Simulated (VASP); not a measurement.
# Si7Ge (R3m) in VASP: a series of runs

Si7Ge is run at these levels: PBEsol; tasks: single point.

Program: VASP 6.6.1. These are calculated values, not measurements. Logs are shortened: lines on timing, memory, paths and dates and some standing lists are left out, and cuts for length are marked.

### 1 The cell of the first run

Symmetry: R3m, No. 160, trigonal system. Conventional cell: a = 7.729 Å, b = 7.729 Å, c = 9.466 Å, α = 90.00°, β = 90.00°, γ = 120.00°. Within 2.7 Å of Si (site symmetry 3m) lie 1 Ge at 2.02 Å and 3 Si at 2.36 Å. Within 3.1 Å of Si (site symmetry m) lie 4 Si at 2.36 Å. Within 3.1 Å of Si (site symmetry m) lie 3 Si at 2.36 Å and 1 Ge at 2.54 Å. Ge (site symmetry 3m) has 4 Si at 2.02 to 2.54 Å within 2.7 Å.

### 2 Single point, PBEsol (atom 8 (Ge) moved +0.375 Å towards its neighbour atom 1 (Si) at 2.391 Å)

INCAR reads:

```
SYSTEM = Si7Ge
PREC = Accurate
ENCUT = 520
EDIFF = 1E-7
ISMEAR = 0
SIGMA = 0.03
LREAL = .False.
LASPH = .True.
NELM = 100
ALGO = Normal
ISIF = 2
LWAVE = .False.
LCHARG = .False.
GGA = PS
NBANDS = 31
```

KPOINTS reads:

```
Automatic mesh
0
Gamma
  6 6 6
  0 0 0
```

POSCAR reads:

```
Si7Ge
1.0
    5.4653950700      0.0000000000      0.0000000000
    0.0000000000      5.4653950700      0.0000000000
    0.0000000000      0.0000000000      5.4653950700
Si Ge
7 1
Direct
    0.2526152100      0.2526152100      0.2526152100
    0.0000000000      0.5000000000      0.5000000000
    0.5000000000      0.5000000000      0.0000000000
    0.5000000000      0.0000000000      0.5000000000
    0.7473847900      0.2526152100      0.7473847900
    0.7473847900      0.7473847900      0.2526152100
    0.2526152100      0.7473847900      0.7473847900
    0.0396140349      0.0396140349      0.0396140349
```

Potentials or basis: VASP PAW PBE potentials, release 64 (Si, Ge_d).

On the command line:

```
$ cat potpaw_PBE.64/Si/POTCAR potpaw_PBE.64/Ge_d/POTCAR > POTCAR
$ mpirun -np 1 vasp_std > vasp.out
```

OUTCAR:

```text
SYSTEM = Si7Ge
   PREC = Accurate
   ENCUT = 520
   EDIFF = 1E-7
   ISMEAR = 0
   LREAL = .False.
   LASPH = .True.
   NELM = 100
   ISIF = 2
   GGA = PS

 ion  position               nearest neighbor table
   1  0.253  0.253  0.253-   8 2.02   3 2.36   4 2.36   2 2.36
   2  0.000  0.500  0.500-   1 2.36   5 2.36   6 2.36   7 2.36
   3  0.500  0.500  0.000-   1 2.36   5 2.36   6 2.36   7 2.36
   4  0.500  0.000  0.500-   1 2.36   5 2.36   6 2.36   7 2.36
   5  0.747  0.253  0.747-   2 2.36   3 2.36   4 2.36   8 2.54
   6  0.747  0.747  0.253-   2 2.36   3 2.36   4 2.36   8 2.54
   7  0.253  0.747  0.747-   2 2.36   3 2.36   4 2.36   8 2.54
   8  0.040  0.040  0.040-   1 2.02   5 2.54   6 2.54   7 2.54

  LATTYP: Found a simple cubic cell.
 ALAT       =     5.4653950700

  Lattice vectors:

 A1 = (   5.4653950700,   0.0000000000,   0.0000000000)
 A2 = (   0.0000000000,   5.4653950700,   0.0000000000)
 A3 = (   0.0000000000,   0.0000000000,   5.4653950700)

Analysis of symmetry for initial positions (statically):
=====================================================================
 Subroutine PRICEL returns:
 Original cell was already a primitive cell.

 Routine SETGRP: Setting up the symmetry group for a
 simple cubic supercell.

 Subroutine GETGRP returns: Found  6 space group operations
 (whereof  6 operations were pure point group operations)
 out of a pool of 48 trial point group operations.

The static configuration has the point symmetry C_3v.

Analysis of symmetry for dynamics (positions and initial velocities):
=====================================================================
 Subroutine PRICEL returns:
 Original cell was already a primitive cell.

 Routine SETGRP: Setting up the symmetry group for a
 simple cubic supercell.

 Subroutine GETGRP returns: Found  6 space group operations
 (whereof  6 operations were pure point group operations)
 out of a pool of 48 trial point group operations.

The dynamic configuration has the point symmetry C_3v.

 Subroutine INISYM returns: Found  6 space group operations
 (whereof  6 operations are pure point group operations),
 and found     1 'primitive' translations

----------------------------------------------------------------------------------------

                                     Primitive cell

  volume of cell :     163.2543

  direct lattice vectors                    reciprocal lattice vectors
     5.465395070  0.000000000  0.000000000     0.182969390  0.000000000  0.000000000
     0.000000000  5.465395070  0.000000000     0.000000000  0.182969390  0.000000000
     0.000000000  0.000000000  5.465395070     0.000000000  0.000000000  0.182969390

  length of vectors
     5.465395070  5.465395070  5.465395070     0.182969390  0.182969390  0.182969390

  position of ions in fractional coordinates (direct lattice)
     0.252615210  0.252615210  0.252615210
     0.000000000  0.500000000  0.500000000
     0.500000000  0.500000000  0.000000000
     0.500000000  0.000000000  0.500000000
     0.747384790  0.252615210  0.747384790
     0.747384790  0.747384790  0.252615210
     0.252615210  0.747384790  0.747384790
     0.039614035  0.039614035  0.039614035

  ion indices of the primitive-cell ions
   primitive index   ion index
                 1           1
                 2           2
                 3           3
                 4           4
                 5           5
                 6           6
                 7           7
                 8           8

----------------------------------------------------------------------------------------

 KPOINTS: Automatic mesh

Automatic generation of k-mesh.
 Grid dimensions read from file:
 generate k-points for:    6    6    6

 Generating k-lattice:

  Cartesian coordinates                     Fractional coordinates (reciprocal lattice)
     0.030494898  0.000000000  0.000000000     0.166666667  0.000000000  0.000000000
     0.000000000  0.030494898  0.000000000     0.000000000  0.166666667  0.000000000
     0.000000000  0.000000000  0.030494898     0.000000000  0.000000000  0.166666667

  Length of vectors
     0.030494898  0.030494898  0.030494898

  Shift w.r.t. Gamma in fractional coordinates (k-lattice)
     0.000000000  0.000000000  0.000000000

 Subroutine IBZKPT returns following result:
 ===========================================

 Found     32 irreducible k-points:

 Following reciprocal coordinates:
            Coordinates               Weight
  0.000000  0.000000  0.000000      1.000000
  0.166667  0.000000  0.000000      6.000000
  0.333333  0.000000  0.000000      6.000000
  0.500000  0.000000  0.000000      3.000000
  0.166667  0.166667  0.000000      6.000000
 -0.166667  0.166667  0.000000      6.000000
[... 16 lines left out ...]
 -0.166667  0.333333  0.333333      6.000000
  0.500000  0.333333  0.166667     12.000000
 [... further k-points ...]
   k-points           NKPTS =     32   k-points in BZ     NKDIM =     32   number of bands    NBANDS=     31
   number of dos      NEDOS =    301   number of ions     NIONS =      8
   total plane-waves  NPLWV =  74088
   dimension x,y,z NGX =    42 NGY =   42 NGZ =   42
   dimension x,y,z NGXF=    84 NGYF=   84 NGZF=   84
   ions per type =               7   1
   NGX,Y,Z   is equivalent  to a cutoff of  12.78, 12.78, 12.78 a.u.
   NGXF,Y,Z  is equivalent  to a cutoff of  25.55, 25.55, 25.55 a.u.
 SYSTEM =  Si7Ge
   PREC   = accura    normal or accurate (medium, high low for compatibility)
   ISTART =      0    job   : 0-new  1-cont  2-samecut
   ICHARG =      2    charge: 1-file 2-atom 10-const
   ISPIN  =      1    spin polarized calculation?
   LNONCOLLINEAR =      F non collinear calculations
   LSORBIT =      F    spin-orbit coupling
   LASPH  =      T    aspherical Exc in radial PAW
   ENCUT  =  520.0 eV  38.22 Ry    6.18 a.u.  10.16 10.16 10.16*2*pi/ulx,y,z
   NELM   =    100;   NELMIN=  2; NELMDL= -5     # of ELM steps
   EDIFF  = 0.1E-06   stopping-criterion for ELM
   LREAL  =      F    real-space projection
   EDIFFG = 0.1E-05   stopping-criterion for IOM
   NSW    =      0    number of steps for IOM
   IBRION =     -1    ionic relax: 0-MD 1-quasi-New 2-CG
   NFREE  =      0    steps in history (QN), initial steepest desc. (CG)
   ISIF   =      2    stress and relaxation
   ISYM   =      2    0-nonsym 1-usesym 2-fastsym
   POTIM  = 0.5000    time-step for ionic-motion
   TEBEG  =    0.0;   TEEND  =   0.0 temperature during run
   PSTRESS=    0.0 pullay stress
   NELECT =      42.0000    total number of electrons
   NUPDOWN=      -1.0000    fix difference up-down
   EMIN   =  10.00;   EMAX   =-10.00  energy-range for DOS
   EFERMI =   0.00;   METHOD = LEGACY
   ISMEAR =     0;   SIGMA  =   0.03  broadening in eV -4-tet -1-fermi 0-gaus
   EFERMI_NEDOS =   21; number of points for ismear=-14 and -15
   IALGO  =     38    algorithm
   IMIX   =      4    mixing-type and parameters
     AMIX     =   0.40;   BMIX     =  1.00
     AMIX_MAG =   1.60;   BMIX_MAG =  1.00
  volume/ion in A,a.u.               =      20.41       137.71
  Fermi-wavevector in a.u.,A,eV,Ry     =   1.041205  1.967593 14.750191  1.084108
  Thomas-Fermi vector in A             =   2.175816
   LORBIT       =      0    0 simple, 1 ext, 2 COOP (PROOUT), +10 PAW based schemes
   GGA     = PS    functional components
   LHFCALC =     F    Hartree Fock is set to
   AEXX    =    0.0000 exact exchange contribution
   IVDW    =     0    specifies the selected vdW correction
   LEPSILON=     F    determine dielectric tensor
   LRPA    =     F    only Hartree local field effects (RPA)
 non-spin polarized calculation
 Gauss-broadening in eV      SIGMA  =   0.03
  energy-cutoff  :      520.00
  volume of cell :      163.25
 maximum number of plane-waves:      4436
 NGX is ok and might be reduce to    42
   NGX = 21   NGY = 21   NGZ = 21

 number of electron      41.9999985 magnetization

 Free energy of the ion-electron system (eV)
  ---------------------------------------------------
  ext. energy  EPLUGINS =         0.00000000
  ---------------------------------------------------
  free energy    TOTEN  =       -43.86473438 eV

  energy without entropy =      -43.86473432  energy(sigma->0) =      -43.86473435

 E-fermi :   5.8094     XC(G=0):  -9.6255

 val. band max:        5.7160630120   @ k =   0.1667   0.1667   0.0000
 cond. band min:       5.8940623020   @ k =   0.0000   0.0000   0.0000
 fundamental gap:      0.1779992900
 Fermi energy:         5.8093695410

 k-point     1 :       0.0000    0.0000    0.0000
  band No.  band energies     occupation
      1     -18.7408      2.00000
      2     -18.6559      2.00000
      3     -18.6559      2.00000
      4     -18.6198      2.00000
      5     -18.6198      2.00000
      6      -6.5846      2.00000
[... 23 lines left out ...]
     30       8.3924      0.00000
     31       8.6578      0.00000

 k-point     2 :       0.1667    0.0000    0.0000
  band No.  band energies     occupation
      1     -18.7408      2.00000
      2     -18.6559      2.00000
      3     -18.6559      2.00000
      4     -18.6198      2.00000
      5     -18.6198      2.00000
      6      -6.4719      2.00000
[... 23 lines left out ...]
     30       8.9624      0.00000
     31       9.1874      0.00000

 k-point     3 :       0.3333    0.0000    0.0000
  band No.  band energies     occupation
      1     -18.7408      2.00000
      2     -18.6559      2.00000
      3     -18.6558      2.00000
      4     -18.6198      2.00000
      5     -18.6198      2.00000
      6      -6.1487      2.00000
[... 703 lines left out ...]
     30      10.3289      0.00000
     31      10.4419      0.00000

 k-point    24 :       0.5000    0.3333    0.1667
  band No.  band energies     occupation
      1     -18.7409      2.00000
      2     -18.6559      2.00000
      3     -18.6558      2.00000
      4     -18.6198      2.00000
      5     -18.6197      2.00000
      6      -5.3977      2.00000
[... 23 lines left out ...]
     30      10.0296      0.00000
     31      10.3176      0.00000

 [... further k-points ...]

------------------------ aborting loop because EDIFF is reached ----------------------------------------

  FORCE on cell =-STRESS in cart. coord.  units (eV):
  Direction    XX          YY          ZZ          XY          YZ          ZX
  --------------------------------------------------------------------------------------
  -------------------------------------------------------------------------------------
  Total        1.7906136      1.7906136      1.7906136      3.8126588      3.8126588      3.8126588
  in kB       17.5730761     17.5730761     17.5730761     37.4174200     37.4174200     37.4174200
  external PRESSURE =      17.5730761 kB  Pullay stress =       0.0000000 kB

 VOLUME and BASIS-vectors are now :
 -----------------------------------------------------------------------------
  energy-cutoff  :      520.00
  volume of cell :      163.25
      direct lattice vectors                 reciprocal lattice vectors
     5.465395070  0.000000000  0.000000000     0.182969390  0.000000000  0.000000000
     0.000000000  5.465395070  0.000000000     0.000000000  0.182969390  0.000000000
     0.000000000  0.000000000  5.465395070     0.000000000  0.000000000  0.182969390

 POSITION                                       TOTAL-FORCE (eV/Angst)
 -----------------------------------------------------------------------------------
      1.38064      1.38064      1.38064         3.570740      3.570740      3.570740
      0.00000      2.73270      2.73270        -0.300132      0.178439      0.178439
      2.73270      2.73270      0.00000         0.178439      0.178439     -0.300132
      2.73270      0.00000      2.73270         0.178439     -0.300132      0.178439
      4.08475      1.38064      4.08475         0.627286     -0.214306      0.627286
      4.08475      4.08475      1.38064         0.627286      0.627286     -0.214306
      1.38064      4.08475      4.08475        -0.214306      0.627286      0.627286
      0.21651      0.21651      0.21651        -4.667753     -4.667753     -4.667753
 -----------------------------------------------------------------------------------
    total drift:                               -0.001040     -0.001040     -0.001022

  FREE ENERGIE OF THE ION-ELECTRON SYSTEM (eV)
  ---------------------------------------------------
  free  energy   TOTEN  =       -43.8647343802 eV

  energy  without entropy=      -43.8647343235  energy(sigma->0) =      -43.86473435
```

Run time: 1.9 min. Hardware: 1 thread of Intel Xeon 6975P-C (Granite Rapids), shared host; peak memory 0.33 GiB.

What came out:

| Item | Value |
| --- | --- |
| Free energy | -43.8647 eV |
| Pressure | 1.8 GPa |
| Largest force | 8.085 eV/Å |
| Band gap on the k mesh | 0.18 eV (least direct gap 0.25 eV) |

Forces on the atoms (eV/Å):
```
Si   3.571  3.571  3.571
Si  -0.300  0.178  0.178
Si   0.178  0.178 -0.300
Si   0.178 -0.300  0.178
Si   0.627 -0.214  0.627
Si   0.627  0.627 -0.214
Si  -0.214  0.627  0.627
Ge  -4.668 -4.668 -4.668
```

Caveat: the cell differs from its parent crystal (atom 8 (Ge) moved +0.375 Å towards its neighbour atom 1 (Si) at 2.391 Å); the PAW data sets were made with another functional, which shifts forces and pressure a little. A k mesh can miss the band edges.

(Continued in part 2 of 2.)
